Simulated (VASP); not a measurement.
# H6PbCBr3N (Pm) in VASP: single point with LDA

Aim: the single point of H6PbCBr3N with LDA.

Program: VASP 6.6.1. These are calculated values, not measurements. Logs are shortened: lines on timing, memory, paths and dates and some standing lists are left out, and cuts for length are marked.

## 1. The cell of the first run

Symmetry: Pm, No. 6, monoclinic system. Conventional cell: a = 5.778 Å, b = 5.728 Å, c = 5.942 Å, α = 90.00°, β = 90.14°, γ = 90.00°. H (site symmetry 1) has 1 N at 1.05 Å within 1.4 Å. Within 1.4 Å of H (site symmetry m) lie 1 N at 1.04 Å. H (site symmetry 1) has 1 C at 1.10 Å within 1.5 Å. Within 1.5 Å of H (site symmetry m) lie 1 C at 1.10 Å. Within 4.4 Å of Pb (site symmetry m) lie 6 Br at 2.89 to 3.00 Å and 12 H at 3.77 to 4.20 Å and 2 N at 4.32 Å. C (site symmetry m) has 3 H at 1.10 Å and 1 N at 1.47 Å within 1.5 Å. Within 3.1 Å of Br (site symmetry m) lie 4 H at 2.36 to 2.91 Å and 2 Pb at 2.95 to 3.00 Å. Within 3.5 Å of Br (site symmetry m) lie 7 H at 2.47 to 3.47 Å and 2 Pb at 2.91 Å and 2 N at 3.32 to 3.41 Å.

## 2. Single point, LDA

Input file INCAR:

```
SYSTEM = H6PbCBr3N
ALGO = Normal
EDIFF = 1E-6
ENCUT = 520
ISIF = 2
ISMEAR = 0
LASPH = .TRUE.
LCHARG = .FALSE.
LREAL = .FALSE.
LWAVE = .FALSE.
NBANDS = 37
NELM = 80
PREC = Accurate
SIGMA = 0.1
```

Input file KPOINTS:

```
k-points
0
G
  4 4 4
  0 0 0
```

Input file POSCAR:

```
H6PbCBr3N
1.0
    5.7779868013      0.0000000000      0.0105414868
    0.0000000000      5.7275235988      0.0000000000
    0.0033503023      0.0000000000      5.9416030250
H Pb C Br N
6 1 1 3 1
Direct
    0.2308355026      0.8519692786      1.0121361030
    0.1310255837      0.0000000000      0.2348165468
    0.8107725989      0.8424337783      0.0098405018
    0.9241594734      0.0000000000      0.7723548611
    0.8107725989      0.1575662217      0.0098405018
    0.2308355026      0.1480307214      1.0121361030
    0.4786365760      0.5000000000      0.4894320722
    0.9051962773      0.0000000000      0.9565488207
    0.4406861578      0.5000000000      0.9854038985
    0.4083374782      0.0000000000      0.5503013923
    0.9716984694      0.5000000000      0.4030050646
    0.1354777812      0.0000000000      0.0593241343
```

Potentials or basis: VASP PAW LDA potentials, release 64 (H, Pb_d, C, Br, N).

Launch:

```bash
cat potpaw_LDA.64/H/POTCAR potpaw_LDA.64/Pb_d/POTCAR potpaw_LDA.64/C/POTCAR potpaw_LDA.64/Br/POTCAR potpaw_LDA.64/N/POTCAR > POTCAR
mpirun -np 1 vasp_std > vasp.out
```

OUTCAR:

```text
SYSTEM = H6PbCBr3N
   EDIFF = 1E-6
   ENCUT = 520
   ISIF = 2
   ISMEAR = 0
   LASPH = .TRUE.
   LREAL = .FALSE.
   NELM = 80
   PREC = Accurate

 ion  position               nearest neighbor table
   1  0.231  0.852  0.012-  12 1.05
   2  0.131  0.000  0.235-  12 1.04
   3  0.811  0.842  0.010-   8 1.10
   4  0.924  0.000  0.772-   8 1.10
   5  0.811  0.158  0.010-   8 1.10
   6  0.231  0.148  0.012-  12 1.05
   7  0.479  0.500  0.489-  11 2.89  10 2.91  10 2.91   9 2.95  11 2.97   9 3.00
   8  0.905  0.000  0.957-   4 1.10   3 1.10   5 1.10  12 1.47
   9  0.441  0.500  0.985-   7 2.95   7 3.00
  10  0.408  0.000  0.550-   7 2.91   7 2.91
  11  0.972  0.500  0.403-   7 2.89   7 2.97
  12  0.135  0.000  0.059-   2 1.04   1 1.05   6 1.05   8 1.47

  LATTYP: Found a simple monoclinic cell.
 ALAT       =     5.7779964174
 B/A-ratio  =     0.9912646504
 C/A-ratio  =     1.0283156202
 COS(beta)  =    -0.0023882895

  Lattice vectors:

 A1 = (   5.7779868013,   0.0000000000,   0.0105414868)
 A2 = (   0.0000000000,  -5.7275235988,   0.0000000000)
 A3 = (  -0.0033503023,   0.0000000000,  -5.9416030250)

Analysis of symmetry for initial positions (statically):
=====================================================================
 Subroutine PRICEL returns:
 Original cell was already a primitive cell.

 Routine SETGRP: Setting up the symmetry group for a
 simple monoclinic supercell.

 Subroutine GETGRP returns: Found  2 space group operations
 (whereof  2 operations were pure point group operations)
 out of a pool of  4 trial point group operations.

The static configuration has the point symmetry C_1h.

Analysis of symmetry for dynamics (positions and initial velocities):
=====================================================================
 Subroutine PRICEL returns:
 Original cell was already a primitive cell.

 Routine SETGRP: Setting up the symmetry group for a
 simple monoclinic supercell.

 Subroutine GETGRP returns: Found  2 space group operations
 (whereof  2 operations were pure point group operations)
 out of a pool of  4 trial point group operations.

The dynamic configuration has the point symmetry C_1h.

 Subroutine INISYM returns: Found  2 space group operations
 (whereof  2 operations are pure point group operations),
 and found     1 'primitive' translations

----------------------------------------------------------------------------------------

                                     Primitive cell

  volume of cell :     196.6286

  direct lattice vectors                    reciprocal lattice vectors
     5.777986801  0.000000000  0.010541487     0.173070840  0.000000000 -0.000097590
     0.000000000  5.727523599  0.000000000     0.000000000  0.174595527  0.000000000
     0.003350302  0.000000000  5.941603025    -0.000307059  0.000000000  0.168304921

  length of vectors
     5.777996417  5.727523599  5.941603970     0.173070867  0.174595527  0.168305201

  position of ions in fractional coordinates (direct lattice)
     0.230835503  0.851969279  0.012136103
     0.131025584  0.000000000  0.234816547
     0.810772599  0.842433778  0.009840502
     0.924159473  0.000000000  0.772354861
     0.810772599  0.157566222  0.009840502
     0.230835503  0.148030721  0.012136103
     0.478636576  0.500000000  0.489432072
     0.905196277  0.000000000  0.956548821
     0.440686158  0.500000000  0.985403899
     0.408337478  0.000000000  0.550301392
     0.971698469  0.500000000  0.403005065
     0.135477781  0.000000000  0.059324134

  ion indices of the primitive-cell ions
   primitive index   ion index
                 1           1
                 2           2
                 3           3
                 4           4
                 5           5
                 6           6
                 7           7
                 8           8
                 9           9
                10          10
                11          11
                12          12

----------------------------------------------------------------------------------------

 KPOINTS: k-points

Automatic generation of k-mesh.
 Grid dimensions read from file:
 generate k-points for:    4    4    4

 Generating k-lattice:

  Cartesian coordinates                     Fractional coordinates (reciprocal lattice)
     0.043267710  0.000000000 -0.000024397     0.250000000  0.000000000  0.000000000
     0.000000000  0.043648882  0.000000000     0.000000000  0.250000000  0.000000000
    -0.000076765  0.000000000  0.042076230    -0.000000000  0.000000000  0.250000000

  Length of vectors
     0.043267717  0.043648882  0.042076300

  Shift w.r.t. Gamma in fractional coordinates (k-lattice)
     0.000000000  0.000000000  0.000000000

 Subroutine IBZKPT returns following result:
 ===========================================

 Found     30 irreducible k-points:

 Following reciprocal coordinates:
            Coordinates               Weight
  0.000000  0.000000  0.000000      1.000000
  0.250000  0.000000 -0.000000      2.000000
  0.500000  0.000000 -0.000000      1.000000
  0.000000  0.250000  0.000000      2.000000
  0.250000  0.250000 -0.000000      4.000000
  0.500000  0.250000 -0.000000      2.000000
[... 16 lines left out ...]
  0.250000  0.000000  0.500000      2.000000
  0.500000  0.000000  0.500000      1.000000
 [... further k-points ...]
   k-points           NKPTS =     30   k-points in BZ     NKDIM =     30   number of bands    NBANDS=     37
   number of dos      NEDOS =    301   number of ions     NIONS =     12
   total plane-waves  NPLWV = 110592
   dimension x,y,z NGX =    48 NGY =   48 NGZ =   48
   dimension x,y,z NGXF=    96 NGYF=   96 NGZF=   96
   ions per type =               6   1   1   3   1
   NGX,Y,Z   is equivalent  to a cutoff of  13.81, 13.93, 13.43 a.u.
   NGXF,Y,Z  is equivalent  to a cutoff of  27.62, 27.86, 26.86 a.u.
 SYSTEM =  H6PbCBr3N
   PREC   = accura    normal or accurate (medium, high low for compatibility)
   ISTART =      0    job   : 0-new  1-cont  2-samecut
   ICHARG =      2    charge: 1-file 2-atom 10-const
   ISPIN  =      1    spin polarized calculation?
   LNONCOLLINEAR =      F non collinear calculations
   LSORBIT =      F    spin-orbit coupling
   LASPH  =      T    aspherical Exc in radial PAW
   ENCUT  =  520.0 eV  38.22 Ry    6.18 a.u.  10.74 10.65 11.05*2*pi/ulx,y,z
   NELM   =     80;   NELMIN=  2; NELMDL= -5     # of ELM steps
   EDIFF  = 0.1E-05   stopping-criterion for ELM
   LREAL  =      F    real-space projection
   EDIFFG = 0.1E-04   stopping-criterion for IOM
   NSW    =      0    number of steps for IOM
   IBRION =     -1    ionic relax: 0-MD 1-quasi-New 2-CG
   NFREE  =      0    steps in history (QN), initial steepest desc. (CG)
   ISIF   =      2    stress and relaxation
   ISYM   =      2    0-nonsym 1-usesym 2-fastsym
   POTIM  = 0.5000    time-step for ionic-motion
   TEBEG  =    0.0;   TEEND  =   0.0 temperature during run
   PSTRESS=    0.0 pullay stress
   NELECT =      50.0000    total number of electrons
   NUPDOWN=      -1.0000    fix difference up-down
   EMIN   =  10.00;   EMAX   =-10.00  energy-range for DOS
   EFERMI =   0.00;   METHOD = LEGACY
   ISMEAR =     0;   SIGMA  =   0.10  broadening in eV -4-tet -1-fermi 0-gaus
   EFERMI_NEDOS =   21; number of points for ismear=-14 and -15
   IALGO  =     38    algorithm
   IMIX   =      4    mixing-type and parameters
     AMIX     =   0.40;   BMIX     =  1.00
     AMIX_MAG =   1.60;   BMIX_MAG =  1.00
  volume/ion in A,a.u.               =      16.39       110.58
  Fermi-wavevector in a.u.,A,eV,Ry     =   1.037168  1.959964 14.636037  1.075718
  Thomas-Fermi vector in A             =   2.171594
   LORBIT       =      0    0 simple, 1 ext, 2 COOP (PROOUT), +10 PAW based schemes
   GGA     = CA    functional components
   LHFCALC =     F    Hartree Fock is set to
   AEXX    =    0.0000 exact exchange contribution
   IVDW    =     0    specifies the selected vdW correction
   LEPSILON=     F    determine dielectric tensor
   LRPA    =     F    only Hartree local field effects (RPA)
 non-spin polarized calculation
 Gauss-broadening in eV      SIGMA  =   0.10
  energy-cutoff  :      520.00
  volume of cell :      196.63
 maximum number of plane-waves:      5332
 NGX is ok and might be reduce to    48
   NGX = 21   NGY = 21   NGZ = 23

 number of electron      49.9999998 magnetization

 Free energy of the ion-electron system (eV)
  ---------------------------------------------------
  ext. energy  EPLUGINS =         0.00000000
  ---------------------------------------------------
  free energy    TOTEN  =       -56.71591159 eV

  energy without entropy =      -56.71591159  energy(sigma->0) =      -56.71591159

 E-fermi :   1.3143     XC(G=0):  -8.4715

 val. band max:        0.8652220003   @ k =   0.5000   0.5000   0.5000
 cond. band min:       2.9009366253   @ k =   0.5000   0.5000   0.5000
 fundamental gap:      2.0357146250
 Fermi energy:         1.3143201019

 k-point     1 :       0.0000    0.0000    0.0000
  band No.  band energies     occupation
      1     -18.3869      2.00000
      2     -15.6055      2.00000
      3     -15.5670      2.00000
      4     -15.4444      2.00000
      5     -15.4307      2.00000
      6     -15.4173      2.00000
[... 29 lines left out ...]
     36       9.2013      0.00000
     37       9.2888      0.00000

 k-point     2 :       0.2500    0.0000   -0.0000
  band No.  band energies     occupation
      1     -18.3845      2.00000
      2     -15.6052      2.00000
      3     -15.5411      2.00000
      4     -15.4443      2.00000
      5     -15.4335      2.00000
      6     -15.4178      2.00000
[... 29 lines left out ...]
     36       8.8489      0.00000
     37       9.4619      0.00000
[... 838 lines left out ...]
     36       8.7681      0.00000
     37       9.1780      0.00000

 k-point    24 :       0.5000    0.0000    0.5000
  band No.  band energies     occupation
      1     -18.3783      2.00000
      2     -15.5744      2.00000
      3     -15.4800      2.00000
      4     -15.4453      2.00000
      5     -15.4398      2.00000
      6     -15.4183      2.00000
[... 29 lines left out ...]
     36       8.7695      0.00000
     37       9.0971      0.00000

 [... further k-points ...]

------------------------ aborting loop because EDIFF is reached ----------------------------------------

  FORCE on cell =-STRESS in cart. coord.  units (eV):
  Direction    XX          YY          ZZ          XY          YZ          ZX
  --------------------------------------------------------------------------------------
  -------------------------------------------------------------------------------------
  Total       -0.0020431     -0.0452559     -0.0232146      0.0000000      0.0000000     -0.0095577
  in kB       -0.0166480     -0.3687564     -0.1891583      0.0000000      0.0000000     -0.0778788
  external PRESSURE =      -0.1915209 kB  Pullay stress =       0.0000000 kB

 VOLUME and BASIS-vectors are now :
 -----------------------------------------------------------------------------
  energy-cutoff  :      520.00
  volume of cell :      196.63
      direct lattice vectors                 reciprocal lattice vectors
     5.777986801  0.000000000  0.010541487     0.173070840  0.000000000 -0.000097590
     0.000000000  5.727523599  0.000000000     0.000000000  0.174595527  0.000000000
     0.003350302  0.000000000  5.941603025    -0.000307059  0.000000000  0.168304921

 POSITION                                       TOTAL-FORCE (eV/Angst)
 -----------------------------------------------------------------------------------
      1.33381      4.87967      0.07454         0.038337     -0.042843     -0.008122
      0.75785      0.00000      1.39657        -0.002953     -0.000000      0.067253
      4.68467      4.82506      0.06702        -0.022277     -0.041736      0.016904
      5.34237      0.00000      4.59877         0.016274     -0.000000     -0.053836
      4.68467      0.90246      0.06702        -0.022277      0.041736      0.016904
      1.33381      0.84785      0.07454         0.038337      0.042843     -0.008122
      2.76720      2.86376      2.91306         0.003623     -0.000000      0.001057
      5.23342      0.00000      5.69298        -0.057020     -0.000000     -0.004315
      2.54958      2.86376      5.85952         0.001011     -0.000000     -0.003789
      2.36121      0.00000      3.27398        -0.000017     -0.000000      0.002268
      5.61581      2.86376      2.40474         0.000109     -0.000000     -0.002491
      0.78299      0.00000      0.35391         0.006855     -0.000000     -0.023713
 -----------------------------------------------------------------------------------
    total drift:                               -0.000859     -0.000000     -0.000128

  FREE ENERGIE OF THE ION-ELECTRON SYSTEM (eV)
  ---------------------------------------------------
  free  energy   TOTEN  =       -56.7159115868 eV

  energy  without entropy=      -56.7159115868  energy(sigma->0) =      -56.71591159
```

It took 6 min on 1 thread of Intel Xeon 8259CL, shared host; peak memory 0.42 GiB.

Results:

```yaml
Free_energy: -56.7159 eV
Pressure: 0.0 GPa
Largest_force: 0.067 eV/Å
Band_gap_on_the_k_mesh: 2.04 eV
```

Forces on the atoms (eV/Å):
```
H    0.038 -0.043 -0.008
H   -0.003  0.000  0.067
H   -0.022 -0.042  0.017
H    0.016  0.000 -0.054
H   -0.022  0.042  0.017
H    0.038  0.043 -0.008
Pb   0.004  0.000  0.001
C   -0.057  0.000 -0.004
Br   0.001  0.000 -0.004
Br   0.000  0.000  0.002
Br   0.000  0.000 -0.002
N    0.007  0.000 -0.024
```

Caveat: spin-orbit coupling is left out, which moves the levels of the heavy elements.
